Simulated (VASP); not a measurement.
GaPt, 8 atoms in the cell. It takes space group P2_13 (No. 198, cubic). Conventional cell: a = 4.903 Å, b = 4.903 Å, c = 4.903 Å, α = 90.00°, β = 90.00°, γ = 90.00°. Ga (site symmetry 3) has 7 Pt at 2.59 to 2.67 Å and 6 Ga at 3.03 Å within 3.4 Å. Within 3.4 Å of Pt (site symmetry 3) lie 7 Ga at 2.59 to 2.67 Å and 6 Pt at 3.02 Å. 

```yaml
Program: VASP 6.6.1
Task: single point
Functional: PBEsol
Potentials_or_basis: VASP PAW PBE potentials, release 64 (Ga_d, Pt)
Cutoff: 500 eV
k_mesh: 8 × 8 × 8
Occupations: gaussian, width 0.1 eV
Spin: no spin polarisation
Dipole_correction: no
Further_INCAR_settings: ALGO = Normal; EDIFF = 1e-06; NBANDS = 56
```

Potentials or basis: VASP PAW PBE potentials, release 64 (Ga_d, Pt).

Command:

```console
$ cat potpaw_PBE.64/Ga_d/POTCAR potpaw_PBE.64/Pt/POTCAR > POTCAR
$ mpirun -np 1 vasp_std > vasp.out
```

Hardware: 1 thread of AMD EPYC 9R45 96-Core Processor (Zen 5) (shared host).

Problem. Estimate the wall time of this run.

Solution. Wall time 120 s on 1 thread of AMD EPYC 9R45 96-Core Processor (Zen 5), with other jobs on the host, peak memory 0.31 GiB. Counts: scf iterations 13, k points 45.
